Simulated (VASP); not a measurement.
# C (P6_3/mmc) in VASP: further runs

C is run at these levels: PBE; tasks: single point.

Everything below comes from runs of VASP 6.6.1. Logs are shortened: lines on timing, memory, paths and dates and some standing lists are left out, and cuts for length are marked.

## (1) The cell of the first run

It takes space group P6_3/mmc (No. 194, hexagonal). Conventional cell: a = 2.461 Å, b = 2.461 Å, c = 4.098 Å, α = 90.00°, β = 90.00°, γ = 120.00°. Within 2.0 Å of C (site symmetry 3m) lie 4 C at 1.51 to 1.53 Å.

## (2) Single point, PBE (volume changed by -5%)

INCAR reads:

```
  ALGO = Normal
  EDIFF = 1E-6
  ENCUT = 520
  GGA = PE
  ISIF = 2
  ISMEAR = 0
  LASPH = True
  LCHARG = False
  LREAL = False
  LWAVE = False
  NBANDS = 16
  NELM = 80
  PREC = Accurate
  SIGMA = 0.01
```

KPOINTS reads:

```
k-points
0
Gamma
  6 6 4
```

POSCAR reads:

```
C
1.0
    2.4607601347      0.0000000000      0.0000000000
   -1.2303800673      2.1310807893      0.0000000000
    0.0000000000      0.0000000000      4.0981968227
C
4
Direct
    0.3333333333      0.6666666667      0.0002313179
    0.6666666667      0.3333333333      0.5002313179
    0.3333333333      0.6666666667      0.3747686821
    0.6666666667      0.3333333333      0.8747686821
```

Potentials or basis: VASP PAW PBE potentials, release 64 (C).

Run with:

```console
> cat potpaw_PBE.64/C/POTCAR > POTCAR
> mpirun -np 1 vasp_std > vasp.out
```

OUTCAR:

```text
EDIFF = 1E-6
   ENCUT = 520
   GGA = PE
   ISIF = 2
   ISMEAR = 0
   LASPH = True
   LREAL = False
   NELM = 80
   PREC = Accurate

 ion  position               nearest neighbor table
   1  0.333  0.667  0.000-   4 1.51   4 1.51   4 1.51   3 1.53
   2  0.667  0.333  0.500-   3 1.51   3 1.51   3 1.51   4 1.53
   3  0.333  0.667  0.375-   2 1.51   2 1.51   2 1.51   1 1.53
   4  0.667  0.333  0.875-   1 1.51   1 1.51   1 1.51   2 1.53

  LATTYP: Found a hexagonal cell.
 ALAT       =     2.4607601347
 C/A-ratio  =     1.6654190569

  Lattice vectors:

 A1 = (   2.4607601347,   0.0000000000,   0.0000000000)
 A2 = (  -1.2303800673,   2.1310807893,   0.0000000000)
 A3 = (   0.0000000000,   0.0000000000,   4.0981968227)

Analysis of symmetry for initial positions (statically):
=====================================================================
 Subroutine PRICEL returns:
 Original cell was already a primitive cell.

 Routine SETGRP: Setting up the symmetry group for a
 hexagonal supercell.

 Subroutine GETGRP returns: Found 24 space group operations
 (whereof  6 operations were pure point group operations)
 out of a pool of 24 trial point group operations.

The static configuration has the point symmetry C_3v.
 The point group associated with its full space group is D_6h.

Analysis of symmetry for dynamics (positions and initial velocities):
=====================================================================
 Subroutine PRICEL returns:
 Original cell was already a primitive cell.

 Routine SETGRP: Setting up the symmetry group for a
 hexagonal supercell.

 Subroutine GETGRP returns: Found 24 space group operations
 (whereof  6 operations were pure point group operations)
 out of a pool of 24 trial point group operations.

The dynamic configuration has the point symmetry C_3v.
 The point group associated with its full space group is D_6h.

 Subroutine INISYM returns: Found 24 space group operations
 (whereof  6 operations are pure point group operations),
 and found     1 'primitive' translations

----------------------------------------------------------------------------------------

                                     Primitive cell

  volume of cell :      21.4913

  direct lattice vectors                    reciprocal lattice vectors
     2.460760135  0.000000000  0.000000000     0.406378495  0.234622733  0.000000000
    -1.230380067  2.131080789  0.000000000     0.000000000  0.469245467  0.000000000
     0.000000000  0.000000000  4.098196823     0.000000000  0.000000000  0.244009754

  length of vectors
     2.460760135  2.460760135  4.098196823     0.469245467  0.469245467  0.244009754

  position of ions in fractional coordinates (direct lattice)
     0.333333333  0.666666667  0.000231318
     0.666666667  0.333333333  0.500231318
     0.333333333  0.666666667  0.374768682
     0.666666667  0.333333333  0.874768682

  ion indices of the primitive-cell ions
   primitive index   ion index
                 1           1
                 2           2
                 3           3
                 4           4

----------------------------------------------------------------------------------------

 KPOINTS: k-points

Automatic generation of k-mesh.
 Grid dimensions read from file:
 generate k-points for:    6    6    4

 Generating k-lattice:

  Cartesian coordinates                     Fractional coordinates (reciprocal lattice)
     0.067729749  0.039103789  0.000000000     0.166666667  0.000000000  0.000000000
     0.000000000  0.078207578  0.000000000     0.000000000  0.166666667  0.000000000
     0.000000000  0.000000000  0.061002439     0.000000000  0.000000000  0.250000000

  Length of vectors
     0.078207578  0.078207578  0.061002439

  Shift w.r.t. Gamma in fractional coordinates (k-lattice)
     0.000000000  0.000000000  0.000000000

 Subroutine IBZKPT returns following result:
 ===========================================

 Found     21 irreducible k-points:

 Following reciprocal coordinates:
            Coordinates               Weight
  0.000000  0.000000  0.000000      1.000000
  0.166667  0.000000  0.000000      6.000000
  0.333333  0.000000  0.000000      6.000000
  0.500000  0.000000  0.000000      3.000000
  0.166667  0.166667  0.000000      6.000000
  0.333333  0.166667  0.000000     12.000000
[... 13 lines left out ...]
  0.333333  0.166667  0.500000     12.000000
  0.333333  0.333333  0.500000      2.000000
   k-points           NKPTS =     21   k-points in BZ     NKDIM =     21   number of bands    NBANDS=     16
   number of dos      NEDOS =    301   number of ions     NIONS =      4
   total plane-waves  NPLWV =   9720
   dimension x,y,z NGX =    18 NGY =   18 NGZ =   30
   dimension x,y,z NGXF=    36 NGYF=   36 NGZF=   60
   ions per type =               4
   NGX,Y,Z   is equivalent  to a cutoff of  12.16, 12.16, 12.17 a.u.
   NGXF,Y,Z  is equivalent  to a cutoff of  24.32, 24.32, 24.34 a.u.
 SYSTEM =  unknown system
   PREC   = accura    normal or accurate (medium, high low for compatibility)
   ISTART =      0    job   : 0-new  1-cont  2-samecut
   ICHARG =      2    charge: 1-file 2-atom 10-const
   ISPIN  =      1    spin polarized calculation?
   LNONCOLLINEAR =      F non collinear calculations
   LSORBIT =      F    spin-orbit coupling
   LASPH  =      T    aspherical Exc in radial PAW
   ENCUT  =  520.0 eV  38.22 Ry    6.18 a.u.   4.58  4.58  7.62*2*pi/ulx,y,z
   NELM   =     80;   NELMIN=  2; NELMDL= -5     # of ELM steps
   EDIFF  = 0.1E-05   stopping-criterion for ELM
   LREAL  =      F    real-space projection
   EDIFFG = 0.1E-04   stopping-criterion for IOM
   NSW    =      0    number of steps for IOM
   IBRION =     -1    ionic relax: 0-MD 1-quasi-New 2-CG
   NFREE  =      0    steps in history (QN), initial steepest desc. (CG)
   ISIF   =      2    stress and relaxation
   ISYM   =      2    0-nonsym 1-usesym 2-fastsym
   POTIM  = 0.5000    time-step for ionic-motion
   TEBEG  =    0.0;   TEEND  =   0.0 temperature during run
   PSTRESS=    0.0 pullay stress
   NELECT =      16.0000    total number of electrons
   NUPDOWN=      -1.0000    fix difference up-down
   EMIN   =  10.00;   EMAX   =-10.00  energy-range for DOS
   EFERMI =   0.00;   METHOD = LEGACY
   ISMEAR =     0;   SIGMA  =   0.01  broadening in eV -4-tet -1-fermi 0-gaus
   EFERMI_NEDOS =   21; number of points for ismear=-14 and -15
   IALGO  =     38    algorithm
   IMIX   =      4    mixing-type and parameters
     AMIX     =   0.40;   BMIX     =  1.00
     AMIX_MAG =   1.60;   BMIX_MAG =  1.00
  volume/ion in A,a.u.               =       5.37        36.26
  Fermi-wavevector in a.u.,A,eV,Ry     =   1.483750  2.803882 29.953430  2.201515
  Thomas-Fermi vector in A             =   2.597373
   LORBIT       =      0    0 simple, 1 ext, 2 COOP (PROOUT), +10 PAW based schemes
   GGA     = PE    functional components
   LHFCALC =     F    Hartree Fock is set to
   AEXX    =    0.0000 exact exchange contribution
   IVDW    =     0    specifies the selected vdW correction
   LEPSILON=     F    determine dielectric tensor
   LRPA    =     F    only Hartree local field effects (RPA)
 non-spin polarized calculation
 Gauss-broadening in eV      SIGMA  =   0.01
  energy-cutoff  :      520.00
  volume of cell :       21.49
 maximum number of plane-waves:       592
   NGX =  9   NGY =  9   NGZ = 15

 number of electron      15.9999996 magnetization

 Free energy of the ion-electron system (eV)
  ---------------------------------------------------
  ext. energy  EPLUGINS =         0.00000000
  ---------------------------------------------------
  free energy    TOTEN  =       -36.13497254 eV

  energy without entropy =      -36.13497254  energy(sigma->0) =      -36.13497254

 E-fermi :  10.8988     XC(G=0): -13.5182

 val. band max:       10.8445248206   @ k =   0.0000   0.0000   0.0000
 cond. band min:      13.9726836024   @ k =   0.3333   0.3333   0.0000
 fundamental gap:      3.1281587818
 Fermi energy:        10.8988113736

 k-point     1 :       0.0000    0.0000    0.0000
  band No.  band energies     occupation
      1     -11.7114      2.00000
      2      -5.8358      2.00000
      3      -3.4889      2.00000
      4       7.5981      2.00000
      5       7.5981      2.00000
      6      10.3271      2.00000
[... 8 lines left out ...]
     15      26.3372      0.00000
     16      29.1037      0.00000

 k-point     2 :       0.1667    0.0000    0.0000
  band No.  band energies     occupation
      1     -10.9964      2.00000
      2      -5.1960      2.00000
      3      -2.8193      2.00000
      4       4.6358      2.00000
      5       6.3652      2.00000
      6       8.3265      2.00000
[... 8 lines left out ...]
     15      26.2628      0.00000
     16      27.0575      0.00000

 k-point     3 :       0.3333    0.0000    0.0000
  band No.  band energies     occupation
      1      -8.8914      2.00000
      2      -3.3056      2.00000
      3      -1.3786      2.00000
      4       0.0369      2.00000
      5       3.9625      2.00000
      6       4.6849      2.00000
[... 8 lines left out ...]
     15      26.4586      0.00000
     16      27.7779      0.00000

 k-point     4 :       0.5000    0.0000    0.0000
  band No.  band energies     occupation
      1      -6.1881      2.00000
      2      -4.4589      2.00000
      3      -0.7530      2.00000
      4       0.4463      2.00000
      5       1.1286      2.00000
      6       4.0351      2.00000
[... 8 lines left out ...]
     15      28.2168      0.00000
     16      29.7816      0.00000
[... 267 lines left out ...]
 k-point    19 :       0.1667    0.1667    0.5000
  band No.  band energies     occupation
      1      -7.8833      2.00000
      2      -7.8833      2.00000
      3       2.8128      2.00000
      4       2.8128      2.00000
      5       4.7716      2.00000
      6       4.7716      2.00000
[... 8 lines left out ...]
     15      25.5168      0.00000
     16      25.5168      0.00000

 k-point    20 :       0.3333    0.1667    0.5000
  band No.  band energies     occupation
      1      -5.2630      2.00000
      2      -5.2630      2.00000
      3      -1.0016      2.00000
      4      -1.0016      2.00000
      5       3.2873      2.00000
      6       3.2873      2.00000
[... 8 lines left out ...]
     15      26.6869      0.00000
     16      26.6869      0.00000

 k-point    21 :       0.3333    0.3333    0.5000
  band No.  band energies     occupation
      1      -3.0908      2.00000
      2      -3.0908      2.00000
      3      -2.1093      2.00000
      4      -2.1093      2.00000
      5       0.7654      2.00000
      6       0.7654      2.00000
[... 8 lines left out ...]
     15      27.0514      0.00000
     16      27.0514      0.00000

------------------------ aborting loop because EDIFF is reached ----------------------------------------

  FORCE on cell =-STRESS in cart. coord.  units (eV):
  Direction    XX          YY          ZZ          XY          YZ          ZX
  --------------------------------------------------------------------------------------
  -------------------------------------------------------------------------------------
  Total        4.1162050      4.1162050      4.0108429      0.0000000      0.0000000      0.0000000
  in kB      306.8637370    306.8637370    299.0089775      0.0000000      0.0000000      0.0000000
  external PRESSURE =     304.2454838 kB  Pullay stress =       0.0000000 kB

 VOLUME and BASIS-vectors are now :
 -----------------------------------------------------------------------------
  energy-cutoff  :      520.00
  volume of cell :       21.49
      direct lattice vectors                 reciprocal lattice vectors
     2.460760135  0.000000000  0.000000000     0.406378495  0.234622733  0.000000000
    -1.230380067  2.131080789  0.000000000     0.000000000  0.469245467  0.000000000
     0.000000000  0.000000000  4.098196823     0.000000000  0.000000000  0.244009754

 POSITION                                       TOTAL-FORCE (eV/Angst)
 -----------------------------------------------------------------------------------
     -0.00000      1.42072      0.00095         0.000000     -0.000000      0.071385
      1.23038      0.71036      2.05005        -0.000000      0.000000      0.071385
     -0.00000      1.42072      1.53588         0.000000     -0.000000     -0.071385
      1.23038      0.71036      3.58497        -0.000000      0.000000     -0.071385
 -----------------------------------------------------------------------------------
    total drift:                               -0.000000      0.000000     -0.000032

  FREE ENERGIE OF THE ION-ELECTRON SYSTEM (eV)
  ---------------------------------------------------
  free  energy   TOTEN  =       -36.1349725402 eV

  energy  without entropy=      -36.1349725402  energy(sigma->0) =      -36.13497254
```

Wall time 11 s (1 thread of AMD EPYC 7R13, shared host); peak memory 0.09 GiB.

Results:

* Free energy: -36.1350 eV
* Pressure: 30.4 GPa
* Largest force: 0.071 eV/Å
* Band gap on the k mesh: 3.13 eV, indirect (least direct gap 5.07 eV)

Forces on the atoms (eV/Å):
```
C    0.000  0.000  0.071
C    0.000  0.000  0.071
C    0.000  0.000 -0.071
C    0.000  0.000 -0.071
```

Stress tensor (GPa, compression positive):
```
30.69  0.00  0.00
 0.00 30.69  0.00
 0.00  0.00 29.90
```

Caveat: the k points lie up to 0.49 Å⁻¹ apart. A k mesh can miss the band edges.

## (3) Single point, PBE (volume changed by -10%)

INCAR reads:

```
SYSTEM = C
ALGO = Normal
EDIFF = 1E-7
ENCUT = 520
GGA = PE
ISIF = 2
ISMEAR = 0
LASPH = .TRUE.
LCHARG = .FALSE.
LREAL = .FALSE.
LWAVE = .FALSE.
NBANDS = 16
NELM = 80
PREC = Accurate
SIGMA = 0.01
```

KPOINTS reads:

```
k-points
0
G
  6 6 4
  0 0 0
```

POSCAR reads:

```
C
1.0
    2.4168085601      0.0000000000      0.0000000000
   -1.2084042800      2.0930176091      0.0000000000
    0.0000000000      0.0000000000      4.0249990327
C
4
Direct
    0.3333333333      0.6666666667      0.0002313179
    0.6666666667      0.3333333333      0.5002313179
    0.3333333333      0.6666666667      0.3747686821
    0.6666666667      0.3333333333      0.8747686821
```

Potentials or basis: VASP PAW PBE potentials, release 64 (C).

Run with:

```console
> cat potpaw_PBE.64/C/POTCAR > POTCAR
> mpirun -np 1 vasp_std > vasp.out
```

Wall time 7.9 s (1 thread of AMD EPYC 7R13, shared host); peak memory 0.09 GiB.

It converged, with:

```
Free energy            : -35.8089 eV
Pressure               : 62.7 GPa
Largest force          : 0.147 eV/Å
Band gap on the k mesh : 2.92 eV, indirect (least direct gap 5.16 eV)
```

Forces in eV/Å, atoms in the order of the input:
```
C    0.000  0.000  0.147
C    0.000  0.000  0.147
C    0.000  0.000 -0.147
C    0.000  0.000 -0.147
```

Stress tensor (GPa, compression positive):
```
62.81  0.00  0.00
 0.00 62.81  0.00
 0.00  0.00 62.49
```

Levels at points of the mesh, in eV from the valence-band top:
```tsv
k point	band 6	band 7	band 8	band 9	band 10	band 11
(0.00, 0.00, 0.00)	-0.56	0.00	0.00	5.16	5.16	5.60
(0.50, 0.00, 0.00)	-7.18	-6.70	-3.49	4.74	8.29	8.71
(0.00, 0.00, 0.50)	-2.06	-2.06	-2.06	7.66	7.66	7.66
(0.50, 0.00, 0.50)	-5.68	-5.31	-5.31	6.18	6.18	7.07
```

Caveat: the k points lie up to 0.50 Å⁻¹ apart. A k mesh can miss the band edges.
